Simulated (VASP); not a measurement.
# Ge (P6_3/mmc) in VASP: further runs

Ge is run at these levels: r2SCAN, revPBE; tasks: single point.

Everything below comes from runs of VASP 6.6.1. Logs are shortened: lines on timing, memory, paths and dates and some standing lists are left out, and cuts for length are marked.

### 1 The cell of the first run

It takes space group P6_3/mmc (No. 194, hexagonal). The conventional cell has a = 3.916 Å, b = 3.916 Å, c = 6.465 Å, α = 90.00°, β = 90.00°, γ = 120.00°. Ge (site symmetry 3m) has 4 Ge at 2.40 to 2.42 Å within 3.2 Å.

### 2 Single point, r2SCAN

Contents of POSCAR:

```
Ge
1.0
    3.9159795603      0.0000000000      0.0000000000
   -1.9579897802      3.3913377800      0.0000000000
    0.0000000000      0.0000000000      6.4646589660
Ge
4
Direct
    0.3333333333      0.6666666667      0.9370987500
    0.6666666667      0.3333333333      0.4370987500
    0.3333333333      0.6666666667      0.5629012500
    0.6666666667      0.3333333333      0.0629012500
```

Contents of INCAR.step1:

```
SYSTEM = Ge
ALGO     = Normal         ! electronic algorithm
EDIFF    = 1E-4           ! SCF threshold, eV
ENCUT    = 520            ! plane-wave cutoff, eV
GGA      = PE             ! functional
ISMEAR   = -1             ! smearing method
LASPH    = .TRUE.         ! aspherical terms in the spheres
LCHARG   = .FALSE.        ! write CHGCAR
LREAL    = .FALSE.        ! projectors in reciprocal space
LWAVE    = .TRUE.         ! write WAVECAR
NBANDS   = 36             ! bands
NELM     = 100            ! most SCF steps
PREC     = Accurate       ! precision mode
SIGMA    = 0.05           ! smearing width, eV
```

Contents of INCAR.step2:

```
SYSTEM = Ge
ALGO     = Normal         ! electronic algorithm
EDIFF    = 1E-6           ! SCF threshold, eV
ENCUT    = 520            ! plane-wave cutoff, eV
ISIF     = 2              ! what is computed and relaxed
ISMEAR   = -1             ! smearing method
ISTART   = 1            
LASPH    = .TRUE.         ! aspherical terms in the spheres
LCHARG   = .TRUE.         ! write CHGCAR
LELF     = .TRUE.         ! ELF
LMIXTAU  = .TRUE.       
LREAL    = .FALSE.        ! projectors in reciprocal space
LVHAR    = .TRUE.       
LWAVE    = .FALSE.        ! write WAVECAR
METAGGA  = R2SCAN         ! meta-GGA
NBANDS   = 36             ! bands
NELM     = 100            ! most SCF steps
PREC     = Accurate       ! precision mode
SIGMA    = 0.05           ! smearing width, eV
```

Contents of KPOINTS:

```
k-points
0
G
  8 8 4
  0 0 0
```

Potentials or basis: VASP PAW PBE potentials, release 64 (Ge_d).

Run with:

```bash
> cat potpaw_PBE.64/Ge_d/POTCAR > POTCAR
> cp INCAR.step1 INCAR
> mpirun -np 1 vasp_std > vasp.out
> cp INCAR.step2 INCAR
> mpirun -np 1 vasp_std > vasp.out
```

OUTCAR:

```text
SYSTEM = Ge
   EDIFF = 1E-6
   ENCUT = 520
   ISIF = 2
   ISMEAR = -1
   ISTART = 1
   LASPH = .TRUE.
   LREAL = .FALSE.
   METAGGA = R2SCAN
   NELM = 100
   PREC = Accurate

 ion  position               nearest neighbor table
   1  0.333  0.667  0.937-   4 2.40   4 2.40   4 2.40   3 2.42
   2  0.667  0.333  0.437-   3 2.40   3 2.40   3 2.40   4 2.42
   3  0.333  0.667  0.563-   2 2.40   2 2.40   2 2.40   1 2.42
   4  0.667  0.333  0.063-   1 2.40   1 2.40   1 2.40   2 2.42

  LATTYP: Found a hexagonal cell.
 ALAT       =     3.9159795603
 C/A-ratio  =     1.6508408347

  Lattice vectors:

 A1 = (   3.9159795603,   0.0000000000,   0.0000000000)
 A2 = (  -1.9579897802,   3.3913377800,   0.0000000000)
 A3 = (   0.0000000000,   0.0000000000,   6.4646589660)

Analysis of symmetry for initial positions (statically):
=====================================================================
 Subroutine PRICEL returns:
 Original cell was already a primitive cell.

 Routine SETGRP: Setting up the symmetry group for a
 hexagonal supercell.

 Subroutine GETGRP returns: Found 24 space group operations
 (whereof 12 operations were pure point group operations)
 out of a pool of 24 trial point group operations.

The static configuration has the point symmetry D_3d.
 The point group associated with its full space group is D_6h.

Analysis of symmetry for dynamics (positions and initial velocities):
=====================================================================
 Subroutine PRICEL returns:
 Original cell was already a primitive cell.

 Routine SETGRP: Setting up the symmetry group for a
 hexagonal supercell.

 Subroutine GETGRP returns: Found 24 space group operations
 (whereof 12 operations were pure point group operations)
 out of a pool of 24 trial point group operations.

The dynamic configuration has the point symmetry D_3d.
 The point group associated with its full space group is D_6h.

 Subroutine INISYM returns: Found 24 space group operations
 (whereof 12 operations are pure point group operations),
 and found     1 'primitive' translations

----------------------------------------------------------------------------------------

                                     Primitive cell

  volume of cell :      85.8533

  direct lattice vectors                    reciprocal lattice vectors
     3.915979560  0.000000000  0.000000000     0.255363948  0.147434444  0.000000000
    -1.957989780  3.391337780  0.000000000     0.000000000  0.294868888  0.000000000
     0.000000000  0.000000000  6.464658966     0.000000000  0.000000000  0.154687201

  length of vectors
     3.915979560  3.915979560  6.464658966     0.294868888  0.294868888  0.154687201

  position of ions in fractional coordinates (direct lattice)
     0.333333333  0.666666667  0.937098750
     0.666666667  0.333333333  0.437098750
     0.333333333  0.666666667  0.562901250
     0.666666667  0.333333333  0.062901250

  ion indices of the primitive-cell ions
   primitive index   ion index
                 1           1
                 2           2
                 3           3
                 4           4

----------------------------------------------------------------------------------------

 KPOINTS: k-points

Automatic generation of k-mesh.
 Grid dimensions read from file:
 generate k-points for:    8    8    4

 Generating k-lattice:

  Cartesian coordinates                     Fractional coordinates (reciprocal lattice)
     0.031920493  0.018429306  0.000000000     0.125000000 -0.000000000  0.000000000
     0.000000000  0.036858611  0.000000000     0.000000000  0.125000000  0.000000000
     0.000000000  0.000000000  0.038671800     0.000000000  0.000000000  0.250000000

  Length of vectors
     0.036858611  0.036858611  0.038671800

  Shift w.r.t. Gamma in fractional coordinates (k-lattice)
     0.000000000  0.000000000  0.000000000

 Subroutine IBZKPT returns following result:
 ===========================================

 Found     30 irreducible k-points:

 Following reciprocal coordinates:
            Coordinates               Weight
  0.000000  0.000000  0.000000      1.000000
  0.125000  0.000000  0.000000      6.000000
  0.250000  0.000000  0.000000      6.000000
  0.375000 -0.000000  0.000000      6.000000
  0.500000  0.000000  0.000000      3.000000
  0.125000  0.125000  0.000000      6.000000
[... 16 lines left out ...]
  0.250000  0.000000  0.500000      6.000000
  0.375000 -0.000000  0.500000      6.000000
 [... further k-points ...]
   k-points           NKPTS =     30   k-points in BZ     NKDIM =     30   number of bands    NBANDS=     36
   number of dos      NEDOS =    301   number of ions     NIONS =      4
   total plane-waves  NPLWV =  43200
   dimension x,y,z NGX =    30 NGY =   30 NGZ =   48
   dimension x,y,z NGXF=    60 NGYF=   60 NGZF=   96
   ions per type =               4
   NGX,Y,Z   is equivalent  to a cutoff of  12.74, 12.74, 12.34 a.u.
   NGXF,Y,Z  is equivalent  to a cutoff of  25.47, 25.47, 24.69 a.u.
 SYSTEM =  Ge
   PREC   = accura    normal or accurate (medium, high low for compatibility)
   ISTART =      1    job   : 0-new  1-cont  2-samecut
   ICHARG =      0    charge: 1-file 2-atom 10-const
   ISPIN  =      1    spin polarized calculation?
   LNONCOLLINEAR =      F non collinear calculations
   LSORBIT =      F    spin-orbit coupling
   LASPH  =      T    aspherical Exc in radial PAW
   ENCUT  =  520.0 eV  38.22 Ry    6.18 a.u.   7.28  7.28 12.02*2*pi/ulx,y,z
   NELM   =    100;   NELMIN=  2; NELMDL=  0     # of ELM steps
   EDIFF  = 0.1E-05   stopping-criterion for ELM
   LREAL  =      F    real-space projection
   EDIFFG = 0.1E-04   stopping-criterion for IOM
   NSW    =      0    number of steps for IOM
   IBRION =     -1    ionic relax: 0-MD 1-quasi-New 2-CG
   NFREE  =      0    steps in history (QN), initial steepest desc. (CG)
   ISIF   =      2    stress and relaxation
   ISYM   =      2    0-nonsym 1-usesym 2-fastsym
   POTIM  = 0.5000    time-step for ionic-motion
   TEBEG  =    0.0;   TEEND  =   0.0 temperature during run
   PSTRESS=    0.0 pullay stress
   NELECT =      56.0000    total number of electrons
   NUPDOWN=      -1.0000    fix difference up-down
   EMIN   =  10.00;   EMAX   =-10.00  energy-range for DOS
   EFERMI =   0.00;   METHOD = LEGACY
   ISMEAR =    -1;   SIGMA  =   0.05  broadening in eV -4-tet -1-fermi 0-gaus
   EFERMI_NEDOS =   21; number of points for ismear=-14 and -15
   IALGO  =     38    algorithm
   IMIX   =      4    mixing-type and parameters
     AMIX     =   0.40;   BMIX     =  1.00
     AMIX_MAG =   1.60;   BMIX_MAG =  1.00
  volume/ion in A,a.u.               =      21.46       144.84
  Fermi-wavevector in a.u.,A,eV,Ry     =   1.419772  2.682979 27.425962  2.015751
  Thomas-Fermi vector in A             =   2.540757
   LORBIT       =      0    0 simple, 1 ext, 2 COOP (PROOUT), +10 PAW based schemes
   METAGGA = R2SCAN    functional components
   LHFCALC =     F    Hartree Fock is set to
   AEXX    =    0.0000 exact exchange contribution
   IVDW    =     0    specifies the selected vdW correction
   LEPSILON=     F    determine dielectric tensor
   LRPA    =     F    only Hartree local field effects (RPA)
 non-spin polarized calculation
  energy-cutoff  :      520.00
  volume of cell :       85.85
 maximum number of plane-waves:      2364
 NGX is ok and might be reduce to    30
   NGX = 15   NGY = 15   NGZ = 25

 number of electron      55.9999941 magnetization

 Free energy of the ion-electron system (eV)
  ---------------------------------------------------
  ext. energy  EPLUGINS =         0.00000000
  ---------------------------------------------------
  free energy    TOTEN  =       -55.32668204 eV

  energy without entropy =      -55.32631019  energy(sigma->0) =      -55.32649611

 E-fermi :   5.6721     XC(G=0): -11.0965

 val. band max:        5.5400844571   @ k =   0.0000   0.0000   0.0000
 cond. band min:       5.7702044360   @ k =   0.0000   0.0000   0.0000
 fundamental gap:      0.2301199789
 Fermi energy:         5.6720924624

 k-point     1 :       0.0000    0.0000    0.0000
  band No.  band energies     occupation
      1     -20.2829      2.00000
      2     -20.2829      2.00000
      3     -20.2372      2.00000
      4     -20.2354      2.00000
      5     -20.2354      2.00000
      6     -20.2224      2.00000
[... 28 lines left out ...]
     35      10.3460      0.00000
     36      12.2283      0.00000

 k-point     2 :       0.1250    0.0000    0.0000
  band No.  band energies     occupation
      1     -20.2939      2.00000
      2     -20.2865      2.00000
      3     -20.2482      2.00000
      4     -20.2417      2.00000
      5     -20.2354      2.00000
      6     -20.2095      2.00000
[... 28 lines left out ...]
     35      11.0996      0.00000
     36      11.9857      0.00000

 k-point     3 :       0.2500    0.0000    0.0000
  band No.  band energies     occupation
      1     -20.3054      2.00000
      2     -20.2916      2.00000
      3     -20.2650      2.00000
      4     -20.2520      2.00000
      5     -20.2306      2.00000
      6     -20.1954      2.00000
[... 28 lines left out ...]
     35      12.6802      0.00000
     36      12.8553      0.00000

 k-point     4 :       0.3750   -0.0000    0.0000
  band No.  band energies     occupation
      1     -20.3056      2.00000
      2     -20.2934      2.00000
      3     -20.2806      2.00000
      4     -20.2586      2.00000
      5     -20.2170      2.00000
      6     -20.1883      2.00000
[... 28 lines left out ...]
     35      13.0881      0.00000
     36      13.8669      0.00000

 k-point     5 :       0.5000    0.0000    0.0000
  band No.  band energies     occupation
      1     -20.2996      2.00000
      2     -20.2934      2.00000
      3     -20.2912      2.00000
      4     -20.2606      2.00000
      5     -20.2064      2.00000
      6     -20.1867      2.00000
[... 655 lines left out ...]
 k-point    22 :       0.1250    0.0000    0.5000
  band No.  band energies     occupation
      1     -20.2698      2.00000
      2     -20.2698      2.00000
      3     -20.2678      2.00000
      4     -20.2678      2.00000
      5     -20.2253      2.00000
      6     -20.2253      2.00000
[... 28 lines left out ...]
     35      11.4538      0.00000
     36      11.4538      0.00000

 k-point    23 :       0.2500    0.0000    0.5000
  band No.  band energies     occupation
      1     -20.2759      2.00000
      2     -20.2759      2.00000
      3     -20.2743      2.00000
      4     -20.2743      2.00000
      5     -20.2217      2.00000
      6     -20.2217      2.00000
[... 28 lines left out ...]
     35      11.8255      0.00000
     36      11.8255      0.00000

 k-point    24 :       0.3750   -0.0000    0.5000
  band No.  band energies     occupation
      1     -20.2778      2.00000
      2     -20.2778      2.00000
      3     -20.2756      2.00000
      4     -20.2756      2.00000
      5     -20.2159      2.00000
      6     -20.2159      2.00000
[... 28 lines left out ...]
     35      13.7110      0.00000
     36      13.7110      0.00000

 [... further k-points ...]
[... 5 lines left out ...]
  --------------------------------------------------------------------------------------
  -------------------------------------------------------------------------------------
  Total        2.7052090      2.7052090      2.7320734     -0.0000000      0.0000000      0.0000000
  in kB       50.4840652     50.4840652     50.9854043     -0.0000000      0.0000000      0.0000000
  external PRESSURE =      50.6511782 kB  Pullay stress =       0.0000000 kB

 VOLUME and BASIS-vectors are now :
 -----------------------------------------------------------------------------
  energy-cutoff  :      520.00
  volume of cell :       85.85
      direct lattice vectors                 reciprocal lattice vectors
     3.915979560  0.000000000  0.000000000     0.255363948  0.147434444  0.000000000
    -1.957989780  3.391337780  0.000000000     0.000000000  0.294868888  0.000000000
     0.000000000  0.000000000  6.464658966     0.000000000  0.000000000  0.154687201

 POSITION                                       TOTAL-FORCE (eV/Angst)
 -----------------------------------------------------------------------------------
     -0.00000      2.26089      6.05802        -0.000000      0.000000     -0.039129
      1.95799      1.13045      2.82569         0.000000     -0.000000     -0.039129
     -0.00000      2.26089      3.63896        -0.000000      0.000000      0.039129
      1.95799      1.13045      0.40664         0.000000     -0.000000      0.039129
 -----------------------------------------------------------------------------------
    total drift:                               -0.000000      0.000000      0.000000

  FREE ENERGIE OF THE ION-ELECTRON SYSTEM (eV)
  ---------------------------------------------------
  free  energy   TOTEN  =       -55.3266820355 eV

  energy  without entropy=      -55.3263101888  energy(sigma->0) =      -55.32649611
```

It took 4.9 min on 1 thread of Intel Xeon Platinum 8488C (Sapphire Rapids), shared host; peak memory 0.24 GiB.

Results:

```yaml
Free_energy: -55.3267 eV
Pressure: 5.1 GPa
Largest_force: 0.039 eV/Å
Band_gap_on_the_k_mesh: 0.23 eV, direct
```

Forces on the atoms (eV/Å):
```
Ge   0.000  0.000 -0.039
Ge   0.000  0.000 -0.039
Ge   0.000  0.000  0.039
Ge   0.000  0.000  0.039
```

Caveat: the PAW data sets were made with another functional, which shifts forces and pressure a little. A k mesh can miss the band edges.

(Continued in part 2 of 2.)
